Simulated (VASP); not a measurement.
Input of a VASP 6.6.1 run:

INCAR

```
SYSTEM = W
PREC = Accurate ; ENCUT = 520
EDIFF = 1E-6 ; ISMEAR = -1
SIGMA = 0.1 ; LREAL = .FALSE.
LASPH = .TRUE. ; NELM = 100
ALGO = Normal ; ISIF = 2
LWAVE = .FALSE. ; LCHARG = .TRUE.
GGA = B5 ; ALDAX = 1.0
AGGAX = 1.0 ; AGGAC = 1.0
ALDAC = 0.0 ; LELF = .TRUE.
LVHAR = .TRUE. ; NBANDS = 28
```

KPOINTS

```
Automatic mesh
0
G
  9 9 13
  0 0 0
```

POSCAR

```
W
1.0
    4.7480039588      0.0000000000      0.0000000000
   -2.3740019794      4.1118920456      0.0000000000
    0.0000000000      0.0000000000      2.6355339881
W
3
Direct
    1.0000000000      0.0000000000      0.0000000000
    0.3333333333      0.6666666667      0.5000000000
    0.6666666667      0.3333333333      0.5000000000
```

Potentials or basis: VASP PAW PBE potentials, release 64 (W_sv).

The run is started by

```console
$ cat potpaw_PBE.64/W_sv/POTCAR > POTCAR
$ mpirun -np 1 vasp_std > vasp.out
```

Q: Estimate the band gap on the k mesh.

A: Zero (bands 21 and 22 overlap by 0.77 eV).

Q: What does it give for the pressure?

A: 1.6 GPa.

Stress tensor (GPa, compression positive):
```
1.91 0.00 0.00
0.00 1.91 0.00
0.00 0.00 0.93
```

Caveat: the PAW data sets were made with another functional, which shifts forces and pressure a little; spin-orbit coupling is left out, which moves the levels of the heavy elements.
